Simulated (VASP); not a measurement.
Wanted: the native input for a VASP 6.6.1 run.

```yaml
Task: single point
Functional: PBE
Potentials_or_basis: VASP PAW PBE potentials, release 64 (Ti_sv)
Cutoff: 520 eV
k_mesh: 28 × 28 × 28
Occupations: gaussian, width 0.15 eV
Spin: no spin polarisation
Dipole_correction: no
Further_INCAR_settings: ALGO = Fast; EDIFF = 1e-06; NBANDS = 12
```

The structure of Ti lies in POSCAR:

```
Ti
1.0
   -1.6736288961      1.6736288961      1.5397385844
    1.6736288961     -1.6736288961      1.5397385844
    1.6736288961      1.6736288961     -1.5397385844
Ti
1
Direct
    0.0000000000      0.0000000000      0.0000000000
```

This cell differs from its parent crystal: ratio of the length along z to the lengths across it x 0.92, volume and fractional coordinates fixed.

These files were run (other wordings do the same):

INCAR

```
SYSTEM = Ti
PREC = Accurate
ENCUT = 520
EDIFF = 1E-6
ISMEAR = 0
SIGMA = 0.15
LREAL = .False.
LASPH = .True.
NELM = 100
ALGO = Fast
ISIF = 2
LWAVE = .False.
LCHARG = .False.
GGA = PE
NBANDS = 12
```

KPOINTS

```
regular mesh
0
Gamma
  28 28 28
  0 0 0
```

Potentials or basis: VASP PAW PBE potentials, release 64 (Ti_sv).

Command:

```console
$ cat potpaw_PBE.64/Ti_sv/POTCAR > POTCAR
$ mpirun -np 1 vasp_std > vasp.out
```

It gave:

* Pressure: -0.1 GPa
* Band gap on the k mesh: zero (band 6 reaches 9.09 eV, above the bottom of band 7 at 7.58 eV)

It took 4 min on 1 thread of Intel(R) Xeon(R) 6975P-C (Granite Rapids), with other jobs on the host, peak memory 0.42 GiB.
